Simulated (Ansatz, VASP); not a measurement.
GaN in VASP and in Ansatz

Contents of INCAR:

```
PREC = Accurate
ENCUT = 600
EDIFF = 1E-6
ISMEAR = 0
SIGMA = 0.01
LREAL = F
LASPH = T
NELM = 80
ALGO = Normal
ISIF = 3
LWAVE = F
LCHARG = F
GGA = PS
IBRION = 2
NSW = 80
EDIFFG = -0.01
```

Contents of KPOINTS:

```
Automatic mesh
0
Gamma
  9 9 9
```

POSCAR

```
GaN
1.0
    0.0000000000      2.2535006100      2.2535006100
    2.2535006100      0.0000000000      2.2535006100
    2.2535006100      2.2535006100      0.0000000000
Ga N
1 1
Direct
    0.0000000000      0.0000000000      0.0000000000
    0.7500000000      0.7500000000      0.7500000000
```

Input for Ansatz:

```yaml
crystal:
  lattice:
    - [0.0, 2.25350061, 2.25350061]
    - [2.25350061, 0.0, 2.25350061]
    - [2.25350061, 2.25350061, 0.0]
  atoms:
    - { symbol: Ga, position: [0.0, 0.0, 0.0] }
    - { symbol: "N", position: [0.75, 0.75, 0.75] }
basis:
  ecutwfc: 450.0
kpoints:
  mp_grid:
    grid: [9, 9, 9]
hamiltonian:
  xc: pbesol
  pseudopotentials:
    kind: paw
scf:
  occupations:
    method: fixed
relax:
  cell: {}
```

Alike in both runs: task relaxation of cell and atoms; functional PBEsol; k mesh 9 × 9 × 9; no spin polarisation.

|  | VASP | Ansatz |
| --- | --- | --- |
| version | VASP 6.6.1 | Ansatz 0.2.0 |
| potentials or method | VASP PAW PBE potentials, release 64 (Ga_d, N), cutoff 600 eV | plane waves, PAW |
| occupations | gaussian, width 0.01 eV | fixed |
| valence electrons in the cell | 18 | 18 |

```tsv
	VASP	Ansatz	Ansatz less VASP
relaxed volume (Å³/atom)	11.35	11.38	+0.030
relaxed cell length with the largest relative difference (Å)	3.178	3.181	+0.0028
```

VASP's potentials were made for PBE, not for PBEsol.
